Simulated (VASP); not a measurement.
# Cr (Pm-3m) in VASP: further runs, part 2 of 2

VASP 6.6.1. Earlier steps stand in the parts before.

## Step 4: Relaxation of cell and atoms, LDA, collinear spin, ferromagnetic start, target pressure -3.5 GPa, at which the enthalpy is minimised

This run uses another cell than the first one, of 11.87 Å³/atom.

INCAR reads:

```
  ALGO = Normal
  EDIFF = 1E-6
  EDIFFG = -0.005
  ENCUT = 600
  IBRION = 2
  ISIF = 3
  ISMEAR = -1
  ISPIN = 2
  LASPH = T
  LCHARG = F
  LMAXMIX = 4
  LORBIT = 11
  LREAL = F
  LWAVE = F
  MAGMOM = 2
  NELM = 150
  NSW = 60
  PREC = Accurate
  PSTRESS = -35.0
  SIGMA = 0.05
```

KPOINTS reads:

```
k-points
0
Gamma
  17 17 17
```

POSCAR reads:

```
Cr
1.0
    2.2814067259      0.0000000000      0.0000000000
    0.0000000000      2.2814067259      0.0000000000
    0.0000000000      0.0000000000      2.2814067259
Cr
1
Direct
    0.0000000000      0.0000000000      0.0000000000
```

Potentials or basis: VASP PAW LDA potentials, release 64 (Cr_pv).

Started as:

```bash
$ cat potpaw_LDA.64/Cr_pv/POTCAR > POTCAR
$ mpirun -np 1 vasp_std > vasp.out
```

OUTCAR:

```text
EDIFF = 1E-6
   EDIFFG = -0.005
   ENCUT = 600
   IBRION = 2
   ISIF = 3
   ISMEAR = -1
   ISPIN = 2
   LASPH = T
   LORBIT = 11
   LREAL = F
   NELM = 150
   NSW = 60
   PREC = Accurate
   PSTRESS = -35.0

 ion  position               nearest neighbor table
   1  0.000  0.000  0.000-

  LATTYP: Found a simple cubic cell.
 ALAT       =     2.2814067259

  Lattice vectors:

 A1 = (   2.2814067259,   0.0000000000,   0.0000000000)
 A2 = (   0.0000000000,   2.2814067259,   0.0000000000)
 A3 = (   0.0000000000,   0.0000000000,   2.2814067259)

Analysis of symmetry for initial positions (statically):
=====================================================================
 Subroutine PRICEL returns:
 Original cell was already a primitive cell.

 Routine SETGRP: Setting up the symmetry group for a
 simple cubic supercell.

 Subroutine GETGRP returns: Found 48 space group operations
 (whereof 48 operations were pure point group operations)
 out of a pool of 48 trial point group operations.

The static configuration has the point symmetry O_h .

Analysis of symmetry for dynamics (positions and initial velocities):
=====================================================================
 Subroutine PRICEL returns:
 Original cell was already a primitive cell.

 Routine SETGRP: Setting up the symmetry group for a
[... 176 lines left out ...]
  Total        0.0475272      0.0475272      0.0475272      0.0000000      0.0000000      0.0000000
  in kB        6.4127578      6.4127578      6.4127578      0.0000000      0.0000000      0.0000000
  external PRESSURE =      41.4127578 kB  Pullay stress =     -35.0000000 kB
[... 26 lines left out ...]
 number of electron      11.9999992 magnetization       0.0000047

 number of electron      11.9999992 magnetization      -0.0000045

 E-fermi :   9.8593     XC(G=0): -13.4518

 val. band max:        9.8259839149   @ k =   0.4706   0.2941   0.1765
 cond. band min:       9.8595217308   @ k =   0.4118   0.2941   0.1176
 fundamental gap:      0.0335378158
 Fermi energy:         9.8592868823

 spin component 1

 k-point     1 :       0.0000    0.0000    0.0000
  band No.  band energies     occupation
      1     -32.2278      1.00000
      2     -32.2278      1.00000
      3     -32.2278      1.00000
      4       2.4776      1.00000
      5       6.5740      1.00000
      6       6.5740      1.00000
      7      12.3945      0.00000
      8      12.3945      0.00000
      9      12.3945      0.00000
     10      15.6336      0.00000
     11      29.8059      0.00000
[... 700 lines left out ...]
 number of electron      11.9999989 magnetization      -0.0000130

 number of electron      11.9999989 magnetization       0.0000127

 Free energy of the ion-electron system (eV)
  ---------------------------------------------------
  ext. energy  EPLUGINS =         0.00000000
  ---------------------------------------------------
  free energy    TOTEN  =        -9.60106812 eV

  energy without entropy =       -9.59107631  energy(sigma->0) =       -9.59607222

 E-fermi :  10.2034     XC(G=0): -13.5962

 val. band max:       10.2004259603   @ k =   0.4118   0.2941   0.1176
 cond. band min:      10.2450392489   @ k =   0.4706   0.4118   0.1176
 fundamental gap:      0.0446132885
 Fermi energy:        10.2033805098

 spin component 1

 k-point     1 :       0.0000    0.0000    0.0000
  band No.  band energies     occupation
      1     -31.8458      1.00000
      2     -31.8458      1.00000
      3     -31.8458      1.00000
      4       2.7362      1.00000
      5       6.8104      1.00000
      6       6.8104      1.00000
      7      12.8316      0.00000
      8      12.8316      0.00000
      9      12.8316      0.00000
     10      16.0036      0.00000
     11      30.4812      0.00000
[... 694 lines left out ...]
  energy  without entropy=       -9.5910763147  energy(sigma->0) =       -9.59607222

  enthalpy is  TOTEN    =        -9.8653641468 eV   P V=       -0.2642960245

 reached required accuracy - stopping structural energy minimisation

 total charge

# of ion       s       p       d       tot
------------------------------------------
    1        0.447   6.317   4.437  11.201

 magnetization (x)

# of ion       s       p       d       tot
------------------------------------------
    1        0.000   0.000  -0.000  -0.000
```

OSZICAR:

```text
N       E                     dE             d eps       ncg     rms          rms(c)
DAV:   1     0.876055157205E+02    0.87606E+02   -0.78179E+03  7287   0.144E+03
DAV:   2    -0.859472655098E+01   -0.96200E+02   -0.92105E+02  7323   0.325E+02
[... 23 lines left out ...]
DAV:   2    -0.960511656398E+01    0.12046E+00   -0.50135E-01  7332   0.105E+01    0.497E-01
DAV:   3    -0.960227186808E+01    0.28447E-02   -0.38812E-03  7338   0.968E-01    0.284E-01
DAV:   4    -0.960107838710E+01    0.11935E-02   -0.12983E-03  7356   0.376E-01    0.436E-02
DAV:   5    -0.960106689233E+01    0.11495E-04   -0.15969E-05  7398   0.533E-02    0.137E-02
DAV:   6    -0.960106813295E+01   -0.12406E-05   -0.59164E-07  5447   0.649E-03    0.719E-04
DAV:   7    -0.960106812233E+01    0.10627E-07   -0.19238E-08  3648   0.201E-03
   3 F= -.98653641E+01 E0= -.98603682E+01  d E =-.282009E-02  mag=    -0.0000
```

CONTCAR:

```text
Cr
   1.00000000000000
     2.2956784434411692    0.0000000000000000    0.0000000000000000
     0.0000000000000000    2.2956784434411692    0.0000000000000000
     0.0000000000000000    0.0000000000000000    2.2956784434411692
  Cr
     1
Direct
     0.0000000000000000    0.0000000000000000    0.0000000000000000

  0.00000000E+00  0.00000000E+00  0.00000000E+00
```

Run time: 92 s. Hardware: 1 thread of Intel Xeon 8259CL, shared host; peak memory 0.16 GiB.

Results:

```yaml
Free_energy: -9.6011 eV
Relaxed_volume: 12.10 Å³/atom
Relaxed_cell: a = 2.296 Å, b = 2.296 Å, c = 2.296 Å, α = 90.00°, β = 90.00°, γ = 90.00°
Space_group_after_relaxing_to_0.1_Å: Pm-3m (No. 221)
Energy_change_on_relaxing_the_run_minimises_the_enthalpy: +2.1 meV/atom
Ionic_steps: 3
Pressure_after_relaxing: -3.5 GPa
Band_gap_on_the_k_mesh: zero (filled and empty bands overlap)
Net_moment: 0.00 μB per cell
Valence_electrons_inside_the_program's_atomic_spheres: Cr 11.20
```

Step by step:
| step | energy change (eV) | largest force (eV/Å) | pressure (GPa) | volume (Å³) |
| --- | --- | --- | --- | --- |
| 1 | 0.0000 | 0.0000 | 0.64 | 11.87 |
| 2 | 0.0140 | 0.0000 | -8.70 | 12.41 |
| 3 | 0.0021 | 0.0000 | -3.53 | 12.10 |

Final structure:
```cif
data_structure
_symmetry_space_group_name_H-M 'P 1'
_symmetry_Int_Tables_number 1
_cell_length_a 2.2957
_cell_length_b 2.2957
_cell_length_c 2.2957
_cell_angle_alpha 90.000
_cell_angle_beta 90.000
_cell_angle_gamma 90.000
_cell_volume 12.10
loop_
_atom_site_label
_atom_site_type_symbol
_atom_site_fract_x
_atom_site_fract_y
_atom_site_fract_z
_atom_site_occupancy
Cr1 Cr 0.00000 0.00000 0.00000 1
```

Caveat: the cell is relaxed towards a set pressure, so the run minimises the enthalpy, not the energy; an empty level that is flat over the whole mesh can mark a ghost state of the potentials, or a narrow d or f band.
